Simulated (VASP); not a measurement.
# Ge in VASP: single point with PBE+D3(BJ)

Aim: the single point of Ge with PBE+D3(BJ).

Everything below comes from runs of VASP 6.6.1. Logs are shortened: lines on timing, memory, paths and dates and some standing lists are left out, and cuts for length are marked.

## 1. The cell of the first run

The cell holds a sheet with vacuum, 2 atoms: a = 4.021 Å, b = 4.021 Å, c = 25.160 Å, α = 90.00°, β = 90.00°, γ = 120.00°.

## 2. Single point, PBE+D3(BJ)

File INCAR:

```
  PREC = Accurate
  ENCUT = 410
  EDIFF = 1E-6
  ISMEAR = 0
  SIGMA = 0.03
  LREAL = False
  LASPH = True
  NELM = 120
  ALGO = Normal
  ISIF = 2
  LWAVE = False
  LCHARG = False
  LDIPOL = True
  IDIPOL = 3
  DIPOL = 0.5 0.5 0.292
  GGA = PE
  IVDW = 12
  NBANDS = 21
  GGA_COMPAT = False
  NELMDL = -8
```

File KPOINTS:

```
Automatic mesh
0
Gamma
  12 12 1
```

File POSCAR:

```
Ge
1.0
    4.0211921469      0.0000000000      0.0000000000
   -2.0105960735      3.4824545527      0.0000000000
    0.0000000000      0.0000000000     25.1599999975
Ge
2
Direct
    0.3333333333      0.6666666667      0.2781234823
    0.6666666667      0.3333333333      0.3053423365
```

Potentials or basis: VASP PAW PBE potentials, release 64 (Ge_d).

The run is started by

```sh
$ cat potpaw_PBE.64/Ge_d/POTCAR > POTCAR
$ mpirun -np 1 vasp_std > vasp.out
```

OUTCAR:

```text
PREC = Accurate
   ENCUT = 410
   EDIFF = 1E-6
   ISMEAR = 0
   LREAL = False
   LASPH = True
   NELM = 120
   ISIF = 2
   GGA = PE
   IVDW = 12
   NELMDL = -8
 IVDW          = 12

 ion  position               nearest neighbor table
   1  0.333  0.667  0.278-   2 2.42   2 2.42   2 2.42
   2  0.667  0.333  0.305-   1 2.42   1 2.42   1 2.42

  LATTYP: Found a hexagonal cell.
 ALAT       =     4.0211921469
 C/A-ratio  =     6.2568509731

  Lattice vectors:

 A1 = (   4.0211921469,   0.0000000000,   0.0000000000)
 A2 = (  -2.0105960735,   3.4824545527,   0.0000000000)
 A3 = (   0.0000000000,   0.0000000000,  25.1599999975)

Analysis of symmetry for initial positions (statically):
=====================================================================
 Subroutine PRICEL returns:
 Original cell was already a primitive cell.

 Routine SETGRP: Setting up the symmetry group for a
 hexagonal supercell.

 Subroutine GETGRP returns: Found 12 space group operations
 (whereof  6 operations were pure point group operations)
 out of a pool of 24 trial point group operations.

The static configuration has the point symmetry C_3v.
 The point group associated with its full space group is D_3d.

Analysis of symmetry for dynamics (positions and initial velocities):
=====================================================================
 Subroutine PRICEL returns:
 Original cell was already a primitive cell.

 Routine SETGRP: Setting up the symmetry group for a
 hexagonal supercell.

 Subroutine GETGRP returns: Found 12 space group operations
 (whereof  6 operations were pure point group operations)
 out of a pool of 24 trial point group operations.

The dynamic configuration has the point symmetry C_3v.
 The point group associated with its full space group is D_3d.

 Subroutine INISYM returns: Found 12 space group operations
 (whereof  6 operations are pure point group operations),
 and found     1 'primitive' translations

----------------------------------------------------------------------------------------

                                     Primitive cell

  volume of cell :     352.3311

  direct lattice vectors                    reciprocal lattice vectors
     4.021192147  0.000000000  0.000000000     0.248682471  0.143576892  0.000000000
    -2.010596073  3.482454553  0.000000000     0.000000000  0.287153783  0.000000000
     0.000000000  0.000000000 25.159999998     0.000000000  0.000000000  0.039745628

  length of vectors
     4.021192147  4.021192147 25.159999998     0.287153783  0.287153783  0.039745628

  position of ions in fractional coordinates (direct lattice)
     0.333333333  0.666666667  0.278123482
     0.666666667  0.333333333  0.305342336

  ion indices of the primitive-cell ions
   primitive index   ion index
                 1           1
                 2           2

----------------------------------------------------------------------------------------

 KPOINTS: Automatic mesh

Automatic generation of k-mesh.
 Grid dimensions read from file:
 generate k-points for:   12   12    1

 Generating k-lattice:

  Cartesian coordinates                     Fractional coordinates (reciprocal lattice)
     0.020723539  0.011964741  0.000000000     0.083333333  0.000000000  0.000000000
     0.000000000  0.023929482  0.000000000     0.000000000  0.083333333  0.000000000
     0.000000000  0.000000000  0.039745628     0.000000000  0.000000000  1.000000000

  Length of vectors
     0.023929482  0.023929482  0.039745628

  Shift w.r.t. Gamma in fractional coordinates (k-lattice)
     0.000000000  0.000000000  0.000000000

 Subroutine IBZKPT returns following result:
 ===========================================

 Found     19 irreducible k-points:

 Following reciprocal coordinates:
            Coordinates               Weight
  0.000000  0.000000  0.000000      1.000000
  0.083333  0.000000  0.000000      6.000000
  0.166667 -0.000000  0.000000      6.000000
  0.250000  0.000000  0.000000      6.000000
  0.333333  0.000000  0.000000      6.000000
  0.416667 -0.000000  0.000000      6.000000
[... 11 lines left out ...]
  0.333333  0.250000  0.000000     12.000000
  0.333333  0.333333  0.000000      2.000000
   k-points           NKPTS =     19   k-points in BZ     NKDIM =     19   number of bands    NBANDS=     21
   number of dos      NEDOS =    301   number of ions     NIONS =      2
   total plane-waves  NPLWV = 131712
   dimension x,y,z NGX =    28 NGY =   28 NGZ =  168
   dimension x,y,z NGXF=    56 NGYF=   56 NGZF=  336
   ions per type =               2
   NGX,Y,Z   is equivalent  to a cutoff of  11.58, 11.58, 11.10 a.u.
   NGXF,Y,Z  is equivalent  to a cutoff of  23.15, 23.15, 22.20 a.u.
 SYSTEM =  unknown system
   PREC   = accura    normal or accurate (medium, high low for compatibility)
   ISTART =      0    job   : 0-new  1-cont  2-samecut
   ICHARG =      2    charge: 1-file 2-atom 10-const
   ISPIN  =      1    spin polarized calculation?
   LNONCOLLINEAR =      F non collinear calculations
   LSORBIT =      F    spin-orbit coupling
   LASPH  =      T    aspherical Exc in radial PAW
   ENCUT  =  410.0 eV  30.13 Ry    5.49 a.u.   6.64  6.64 41.54*2*pi/ulx,y,z
   NELM   =    120;   NELMIN=  2; NELMDL= -8     # of ELM steps
   EDIFF  = 0.1E-05   stopping-criterion for ELM
   LREAL  =      F    real-space projection
   EDIFFG = 0.1E-04   stopping-criterion for IOM
   NSW    =      0    number of steps for IOM
   IBRION =     -1    ionic relax: 0-MD 1-quasi-New 2-CG
   NFREE  =      0    steps in history (QN), initial steepest desc. (CG)
   ISIF   =      2    stress and relaxation
   ISYM   =      2    0-nonsym 1-usesym 2-fastsym
   POTIM  = 0.5000    time-step for ionic-motion
   TEBEG  =    0.0;   TEEND  =   0.0 temperature during run
   PSTRESS=    0.0 pullay stress
   NELECT =      28.0000    total number of electrons
   NUPDOWN=      -1.0000    fix difference up-down
   EMIN   =  10.00;   EMAX   =-10.00  energy-range for DOS
   EFERMI =   0.00;   METHOD = LEGACY
   ISMEAR =     0;   SIGMA  =   0.03  broadening in eV -4-tet -1-fermi 0-gaus
   EFERMI_NEDOS =   21; number of points for ismear=-14 and -15
   IALGO  =     38    algorithm
   IMIX   =      4    mixing-type and parameters
     AMIX     =   0.40;   BMIX     =  1.00
     AMIX_MAG =   1.60;   BMIX_MAG =  1.00
  volume/ion in A,a.u.               =     176.17      1188.82
  Fermi-wavevector in a.u.,A,eV,Ry     =   0.703845  1.330075  6.740301  0.495398
  Thomas-Fermi vector in A             =   1.788926
   LORBIT       =      0    0 simple, 1 ext, 2 COOP (PROOUT), +10 PAW based schemes
   GGA     = PE    functional components
   LHFCALC =     F    Hartree Fock is set to
   AEXX    =    0.0000 exact exchange contribution
   IVDW    =    12    specifies the selected vdW correction
   LEPSILON=     F    determine dielectric tensor
   LRPA    =     F    only Hartree local field effects (RPA)
 non-spin polarized calculation
 Gauss-broadening in eV      SIGMA  =   0.03
  energy-cutoff  :      410.00
  volume of cell :      352.33
 maximum number of plane-waves:      6719
 NGX is ok and might be reduce to    28
   NGX = 13   NGY = 13   NGZ = 83

 dipolmoment           0.000000      0.000000     -0.000002 electrons x Angstroem

 number of electron      27.9999970 magnetization

 dipolmoment           0.000000      0.000000      0.000000 electrons x Angstroem

 Free energy of the ion-electron system (eV)
  ---------------------------------------------------
  ext. energy  EPLUGINS =         0.00000000
  ---------------------------------------------------
  free energy    TOTEN  =        -8.07515037 eV

  energy without entropy =       -8.07468021  energy(sigma->0) =       -8.07491529

 E-fermi :  -3.2894     XC(G=0):  -1.8319

 val. band max:       -3.2893527374   @ k =   0.3333   0.3333   0.0000
 cond. band min:      -3.2893519136   @ k =   0.3333   0.3333   0.0000
 fundamental gap:      0.0000008239
 Fermi energy:        -3.2893523256

 k-point     1 :       0.0000    0.0000    0.0000
  band No.  band energies     occupation
      1     -27.7910      2.00000
      2     -27.7910      2.00000
      3     -27.7404      2.00000
      4     -27.7404      2.00000
      5     -27.7378      2.00000
      6     -27.6694      2.00000
[... 13 lines left out ...]
     20       1.1703      0.00000
     21       1.6437      0.00000

 k-point     2 :       0.0833    0.0000    0.0000
  band No.  band energies     occupation
      1     -27.7949      2.00000
      2     -27.7938      2.00000
      3     -27.7490      2.00000
      4     -27.7363      2.00000
      5     -27.7266      2.00000
      6     -27.6651      2.00000
[... 13 lines left out ...]
     20       1.2507      0.00000
     21       1.6985      0.00000

 k-point     3 :       0.1667   -0.0000    0.0000
  band No.  band energies     occupation
      1     -27.8026      2.00000
      2     -27.7997      2.00000
      3     -27.7582      2.00000
      4     -27.7271      2.00000
      5     -27.7137      2.00000
      6     -27.6527      2.00000
[... 13 lines left out ...]
     20       1.6608      0.00000
     21       1.8535      0.00000

 k-point     4 :       0.2500    0.0000    0.0000
  band No.  band energies     occupation
      1     -27.8085      2.00000
      2     -27.8051      2.00000
      3     -27.7680      2.00000
      4     -27.7176      2.00000
      5     -27.7044      2.00000
      6     -27.6352      2.00000
[... 13 lines left out ...]
     20       2.4852      0.00000
     21       2.5848      0.00000

 k-point     5 :       0.3333    0.0000    0.0000
  band No.  band energies     occupation
      1     -27.8103      2.00000
      2     -27.8088      2.00000
      3     -27.7781      2.00000
      4     -27.7103      2.00000
      5     -27.7002      2.00000
      6     -27.6198      2.00000
[... 13 lines left out ...]
     20       3.1358      0.00000
     21       3.2668      0.00000

 k-point     6 :       0.4167   -0.0000    0.0000
  band No.  band energies     occupation
      1     -27.8107      2.00000
      2     -27.8079      2.00000
      3     -27.7877      2.00000
      4     -27.7064      2.00000
      5     -27.6996      2.00000
      6     -27.6182      2.00000
[... 13 lines left out ...]
     20       3.5659      0.00000
     21       3.6304      0.00000

 k-point     7 :       0.5000    0.0000    0.0000
  band No.  band energies     occupation
      1     -27.8112      2.00000
      2     -27.8050      2.00000
      3     -27.7931      2.00000
      4     -27.7053      2.00000
      5     -27.6999      2.00000
      6     -27.6193      2.00000
[... 13 lines left out ...]
     20       3.7772      0.00000
     21       3.9641      0.00000
[... 171 lines left out ...]
      1     -27.8247      2.00000
      2     -27.8023      2.00000
      3     -27.7896      2.00000
      4     -27.7058      2.00000
      5     -27.6725      2.00000
      6     -27.6252      2.00000
[... 13 lines left out ...]
     20       3.6023      0.00000
     21       3.8104      0.00000

 k-point    16 :       0.4167    0.1667    0.0000
  band No.  band energies     occupation
      1     -27.8262      2.00000
      2     -27.7998      2.00000
      3     -27.7938      2.00000
      4     -27.7022      2.00000
      5     -27.6742      2.00000
      6     -27.6230      2.00000
[... 13 lines left out ...]
     20       4.2187      0.00000
     21       4.3950      0.00000

 k-point    17 :       0.2500    0.2500    0.0000
  band No.  band energies     occupation
      1     -27.8277      2.00000
      2     -27.8023      2.00000
      3     -27.7887      2.00000
      4     -27.7061      2.00000
      5     -27.6574      2.00000
      6     -27.6337      2.00000
[... 13 lines left out ...]
     20       3.3175      0.00000
     21       3.5542      0.00000

 k-point    18 :       0.3333    0.2500    0.0000
  band No.  band energies     occupation
      1     -27.8320      2.00000
      2     -27.7992      2.00000
      3     -27.7938      2.00000
      4     -27.7003      2.00000
      5     -27.6520      2.00000
      6     -27.6311      2.00000
[... 13 lines left out ...]
     20       3.8262      0.00000
     21       4.1624      0.00000

 k-point    19 :       0.3333    0.3333    0.0000
  band No.  band energies     occupation
      1     -27.8348      2.00000
      2     -27.7967      2.00000
      3     -27.7967      2.00000
      4     -27.6978      2.00000
      5     -27.6339      2.00000
      6     -27.6339      2.00000
[... 13 lines left out ...]
     20       3.5947      0.00000
     21       3.7941      0.00000

------------------------ aborting loop because EDIFF is reached ----------------------------------------

 vacuum level on the upper side and lower side of the slab       (xc-potential included)        -0.007        -0.007

 Edisp (eV)   -0.30862

 E8    (eV) :    -0.1477

  FORCE on cell =-STRESS in cart. coord.  units (eV):
  Direction    XX          YY          ZZ          XY          YZ          ZX
  --------------------------------------------------------------------------------------
  -------------------------------------------------------------------------------------
  Total      -0.11870    -0.11870    -0.10911     0.00000    -0.00000    -0.00000
  in kB      -0.53975    -0.53975    -0.49617     0.00000    -0.00000    -0.00000
  external pressure =       -0.53 kB  Pullay stress =        0.00 kB

 VOLUME and BASIS-vectors are now :
 -----------------------------------------------------------------------------
  energy-cutoff  :      410.00
  volume of cell :      352.33
      direct lattice vectors                 reciprocal lattice vectors
     4.021192147  0.000000000  0.000000000     0.248682471  0.143576892  0.000000000
    -2.010596073  3.482454553  0.000000000     0.000000000  0.287153783  0.000000000
     0.000000000  0.000000000 25.159999998     0.000000000  0.000000000  0.039745628

 POSITION                                       TOTAL-FORCE (eV/Angst)
 -----------------------------------------------------------------------------------
     -0.00000      2.32164      6.99759        -0.000000      0.000000     -0.003345
      2.01060      1.16082      7.68241         0.000000     -0.000000      0.003345
 -----------------------------------------------------------------------------------
    total drift:                               -0.000000      0.000000     -0.000061

  FREE ENERGIE OF THE ION-ELECTRON SYSTEM (eV)
  ---------------------------------------------------
  free  energy   TOTEN  =        -8.3837696811 eV

  energy  without entropy=       -8.3832995231  energy(sigma->0) =       -8.38353460

 vacuum level on the upper side and lower side of the slab         1.169         1.169
```

Run time: 3.3 min. Hardware: 1 thread of Intel Xeon Platinum 8375C at 2.90GHz (Ice Lake), shared host; peak memory 0.38 GiB.

Results:

```
Free energy                : -8.3838 eV
Largest force              : 0.003 eV/Å
Band gap on the k mesh     : zero (filled and empty bands touch)
Dispersion energy per atom : -0.154 eV
```

Forces in eV/Å, atoms in the order of the input:
```
Ge   0.000  0.000 -0.003
Ge   0.000  0.000  0.003
```

Levels at points of the mesh, in eV from the Fermi level:
| k point | band 11 | band 12 | band 13 | band 14 | band 15 | band 16 | band 17 | band 18 |
| --- | --- | --- | --- | --- | --- | --- | --- | --- |
| (0.00, 0.00, 0.00) | -11.32 | -3.53 | -0.44 | -0.44 | 0.59 | 2.30 | 3.91 | 3.91 |
| (0.50, 0.00, 0.00) | -9.26 | -7.41 | -1.99 | -1.16 | 0.69 | 1.67 | 5.46 | 6.35 |
